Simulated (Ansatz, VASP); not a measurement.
## Co in VASP and in Ansatz

```
Co
1.0
     2.45839    0.00000    0.00000
    -1.22920    2.12903    0.00000
     0.00000    0.00000    3.96069
Co
2
Direct
  0.33333 0.66667 0.25000
  0.66667 0.33333 0.75000
```

Alike in both runs: task single point; functional PBE; k mesh 15 × 15 × 8; occupations gaussian, width 0.6 eV; no spin polarisation.

|  | VASP | Ansatz |
| --- | --- | --- |
| version | VASP 6.6.1 | Ansatz 0.2.0 |
| potentials or method | VASP PAW PBE potentials, release 64 (Co), cutoff 520 eV | plane waves (420 eV) with PAW, scalar-relativistic |
| valence electrons in the cell | 18 | 34 |

Ansatz gave:

```
pressure (GPa)                                                : 3.0
traceless stress, the component that is largest in VASP (GPa) : -0.15
```

Problem. What did VASP give for the same quantities?

Solution. Pressure (GPa): 2.2; traceless stress, the component that is largest in VASP (GPa): -0.20.

The functional is the same, so the differences come from potentials, cutoffs and numerics. VASP's potentials hold 18 valence electrons a cell and Ansatz's 34, so a difference there can come from the potentials and not from the codes.
